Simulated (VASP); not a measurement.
# PbS (Pm-3m) in VASP: electric field gradients with PBE

Aim: the electric field gradients of PbS with PBE.

Everything below comes from runs of VASP 6.6.1. Logs are shortened: lines on timing, memory, paths and dates and some standing lists are left out, and cuts for length are marked.

### 1 The cell of the first run

The structure is cubic, space group Pm-3m (No. 221). The conventional cell has a = 3.654 Å, b = 3.654 Å, c = 3.654 Å, α = 90.00°, β = 90.00°, γ = 90.00°. Pb (site symmetry m-3m) has 8 S at 3.16 Å and 6 Pb at 3.65 Å within 4.2 Å. Within 4.2 Å of S (site symmetry m-3m) lie 8 Pb at 3.16 Å and 6 S at 3.65 Å.

### 2 Electric field gradients, PBE

INCAR

```
PREC = Accurate
ENCUT = 400
EDIFF = 1E-8
ISMEAR = 0
SIGMA = 0.1
LREAL = False
LASPH = True
NELM = 120
ALGO = Normal
ISIF = 2
LWAVE = False
LCHARG = False
GGA = PE
LEFG = True
NBANDS = 17
GGA_COMPAT = False
```

KPOINTS

```
regular mesh
0
Gamma
  4 4 4
```

POSCAR

```
PbS
1.0
    3.6536590000      0.0000000000      0.0000000000
    0.0000000000      3.6536590000      0.0000000000
    0.0000000000      0.0000000000      3.6536590000
Pb S
1 1
Direct
    0.0000000000      0.0000000000      0.0000000000
    0.5000000000      0.5000000000      0.5000000000
```

Potentials or basis: VASP PAW PBE potentials, release 64 (Pb_d, S).

Started as:

```console
> cat potpaw_PBE.64/Pb_d/POTCAR potpaw_PBE.64/S/POTCAR > POTCAR
> mpirun -np 1 vasp_std > vasp.out
```

OUTCAR:

```text
PREC = Accurate
   ENCUT = 400
   EDIFF = 1E-8
   ISMEAR = 0
   LREAL = False
   LASPH = True
   NELM = 120
   ISIF = 2
   GGA = PE

 ion  position               nearest neighbor table
   1  0.000  0.000  0.000-   2 3.16   2 3.16   2 3.16   2 3.16   2 3.16   2 3.16   2 3.16   2 3.16

   2  0.500  0.500  0.500-   1 3.16   1 3.16   1 3.16   1 3.16   1 3.16   1 3.16   1 3.16   1 3.16

  LATTYP: Found a simple cubic cell.
 ALAT       =     3.6536590000

  Lattice vectors:

 A1 = (   3.6536590000,   0.0000000000,   0.0000000000)
 A2 = (   0.0000000000,   3.6536590000,   0.0000000000)
 A3 = (   0.0000000000,   0.0000000000,   3.6536590000)

Analysis of symmetry for initial positions (statically):
=====================================================================
 Subroutine PRICEL returns:
 Original cell was already a primitive cell.

 Routine SETGRP: Setting up the symmetry group for a
 simple cubic supercell.

 Subroutine GETGRP returns: Found 48 space group operations
 (whereof 48 operations were pure point group operations)
 out of a pool of 48 trial point group operations.

The static configuration has the point symmetry O_h .

Analysis of symmetry for dynamics (positions and initial velocities):
=====================================================================
 Subroutine PRICEL returns:
 Original cell was already a primitive cell.

 Routine SETGRP: Setting up the symmetry group for a
 simple cubic supercell.

 Subroutine GETGRP returns: Found 48 space group operations
 (whereof 48 operations were pure point group operations)
 out of a pool of 48 trial point group operations.

The dynamic configuration has the point symmetry O_h .

 Subroutine INISYM returns: Found 48 space group operations
 (whereof 48 operations are pure point group operations),
 and found     1 'primitive' translations

----------------------------------------------------------------------------------------

                                     Primitive cell

  volume of cell :      48.7735

  direct lattice vectors                    reciprocal lattice vectors
     3.653659000  0.000000000  0.000000000     0.273698230  0.000000000  0.000000000
[... 109 lines left out ...]

 number of electron      20.0000023 magnetization

 Free energy of the ion-electron system (eV)
  ---------------------------------------------------
  ext. energy  EPLUGINS =         0.00000000
  ---------------------------------------------------
  free energy    TOTEN  =        -8.18252684 eV

  energy without entropy =       -8.17898527  energy(sigma->0) =       -8.18075605

 E-fermi :   5.9280     XC(G=0): -10.1693

 val. band max:        5.8485441179   @ k =   0.5000   0.5000   0.0000
 cond. band min:       5.9989435486   @ k =   0.5000   0.0000   0.0000
 fundamental gap:      0.1503994307
 Fermi energy:         5.9279913896

 k-point     1 :       0.0000    0.0000    0.0000
  band No.  band energies     occupation
      1     -10.8275      2.00000
      2     -10.8275      2.00000
      3     -10.6166      2.00000
      4     -10.6166      2.00000
      5     -10.6166      2.00000
      6      -7.0093      2.00000
[... 177 lines left out ...]
      4     -10.5658      2.00000
      5     -10.5658      2.00000
      6      -4.7212      2.00000
[... 9 lines left out ...]
     16      19.8298      0.00000
     17      22.5141      0.00000

------------------------ aborting loop because EDIFF is reached ----------------------------------------

  FORCE on cell =-STRESS in cart. coord.  units (eV):
  Direction    XX          YY          ZZ          XY          YZ          ZX
  --------------------------------------------------------------------------------------
  -------------------------------------------------------------------------------------
  Total       -0.1834317     -0.1834317     -0.1834317     -0.0000000     -0.0000000      0.0000000
  in kB       -6.0256089     -6.0256089     -6.0256089     -0.0000000     -0.0000000      0.0000000
  external PRESSURE =      -6.0256089 kB  Pullay stress =       0.0000000 kB

 VOLUME and BASIS-vectors are now :
 -----------------------------------------------------------------------------
  energy-cutoff  :      400.00
  volume of cell :       48.77
      direct lattice vectors                 reciprocal lattice vectors
     3.653659000  0.000000000  0.000000000     0.273698230  0.000000000  0.000000000
     0.000000000  3.653659000  0.000000000     0.000000000  0.273698230  0.000000000
     0.000000000  0.000000000  3.653659000     0.000000000  0.000000000  0.273698230

 POSITION                                       TOTAL-FORCE (eV/Angst)
 -----------------------------------------------------------------------------------
      0.00000      0.00000      0.00000         0.000000      0.000000      0.000000
      1.82683      1.82683      1.82683         0.000000      0.000000      0.000000
 -----------------------------------------------------------------------------------
    total drift:                                0.000000      0.000000     -0.000000

  FREE ENERGIE OF THE ION-ELECTRON SYSTEM (eV)
  ---------------------------------------------------
  free  energy   TOTEN  =        -8.1825268389 eV

  energy  without entropy=       -8.1789852677  energy(sigma->0) =       -8.18075605

 Electric field gradients (V/A^2)
---------------------------------------------------------------------
 ion       V_xx      V_yy      V_zz      V_xy      V_xz      V_yz
---------------------------------------------------------------------
   1      -0.000    -0.000    -0.000     0.000     0.000    -0.000
   2       0.000     0.000    -0.000     0.000    -0.000     0.000
---------------------------------------------------------------------

 Electric field gradients after diagonalization (V/A^2)
 (convention: |V_zz| > |V_xx| > |V_yy|)
----------------------------------------------------------------------
 ion       V_xx      V_yy      V_zz     asymmetry (V_yy - V_xx)/ V_zz
----------------------------------------------------------------------
   1      -0.000    -0.000    -0.000      -0.031
   2       0.000     0.000    -0.000       0.059
----------------------------------------------------------------------

           NMR quadrupolar parameters

 Cq : quadrupolar parameter    Cq=e*Q*V_zz/h
 eta: asymmetry parameters     (V_yy - V_xx)/ V_zz
 Q  : nuclear electric quadrupole moment in mb (millibarn)
----------------------------------------------------------------------
 ion       Cq(MHz)       eta       Q (mb)
----------------------------------------------------------------------
   1      -0.000      -0.031       1.000
   2      -0.000       0.059       1.000
----------------------------------------------------------------------
```

OSZICAR:

```text
N       E                     dE             d eps       ncg     rms          rms(c)
DAV:   1     0.140357056057E+03    0.14036E+03   -0.84090E+03   356   0.107E+03
DAV:   2    -0.403495032190E-01   -0.14040E+03   -0.13451E+03   380   0.287E+02
DAV:   3    -0.868682971269E+01   -0.86465E+01   -0.85704E+01   427   0.784E+01
DAV:   4    -0.887956006659E+01   -0.19273E+00   -0.19264E+00   454   0.127E+01
DAV:   5    -0.888733254983E+01   -0.77725E-02   -0.77722E-02   487   0.233E+00    0.427E+00
DAV:   6    -0.819126873028E+01    0.69606E+00   -0.17739E+00   507   0.931E+00    0.309E+00
DAV:   7    -0.818600295479E+01    0.52658E-02   -0.12346E-01   389   0.183E+00    0.179E+00
DAV:   8    -0.818256108196E+01    0.34419E-02   -0.14275E-02   371   0.113E+00    0.291E-01
DAV:   9    -0.818244159883E+01    0.11948E-03   -0.13812E-03   477   0.266E-01    0.102E-01
DAV:  10    -0.818253613404E+01   -0.94535E-04   -0.19831E-04   381   0.100E-01    0.703E-02
DAV:  11    -0.818252720211E+01    0.89319E-05   -0.23554E-05   486   0.413E-02    0.635E-03
DAV:  12    -0.818252689533E+01    0.30679E-06   -0.74617E-07   407   0.640E-03    0.776E-04
DAV:  13    -0.818252684127E+01    0.54058E-07   -0.18311E-08   437   0.888E-04    0.227E-04
DAV:  14    -0.818252683893E+01    0.23338E-08   -0.19303E-09   239   0.529E-04
   1 F= -.81825268E+01 E0= -.81807561E+01  d E =-.354157E-02
```

stdout:

```text
POSCAR found type information on POSCAR PbS
 POSCAR found :  2 types and       2 ions
 scaLAPACK will be used
 LDA part: xc-table for (Slater+PW92), standard interpolation
 POSCAR, INCAR and KPOINTS ok, starting setup
 FFT: planning ... GRIDC
 FFT: planning ... GRID_SOFT
 FFT: planning ... GRID
 WAVECAR not read
 entering main loop
ion   1

ion   2
```

Wall time 6.8 s (1 thread of Intel Xeon Platinum 8488C (Sapphire Rapids), shared host); peak memory 0.13 GiB.

What came out:

| Quantity | Value |
| --- | --- |
| Free energy | -8.1825 eV |
| Pressure | -0.6 GPa |
| Band gap on the k mesh | zero (band 10 reaches 6.00 eV, above the bottom of band 11 at 5.64 eV) |

Levels at points of the mesh, in eV from the Fermi level:
```
           k point  band 7  band 8  band 9  band 10  band 11  band 12  band 13  band 14
(0.00, 0.00, 0.00)   -6.55   -1.39   -1.39    -1.39     5.68     5.68     6.70     6.70
(0.50, 0.00, 0.00)   -8.82   -0.28   -0.28     0.07     0.51     4.12     4.12     6.91
(0.50, 0.50, 0.00)   -7.09   -4.24   -4.24    -0.08     4.38     4.38     6.09     7.39
(0.50, 0.50, 0.50)   -5.80   -2.18   -2.18    -2.18    -0.29    -0.29    -0.29    13.90
```

Caveat: the k points lie up to 0.43 Å⁻¹ apart; without QUAD_EFG the Cq values of the log hold for a quadrupole moment of 1 mb, not for the nuclei; spin-orbit coupling is left out, which moves the levels of the heavy elements.
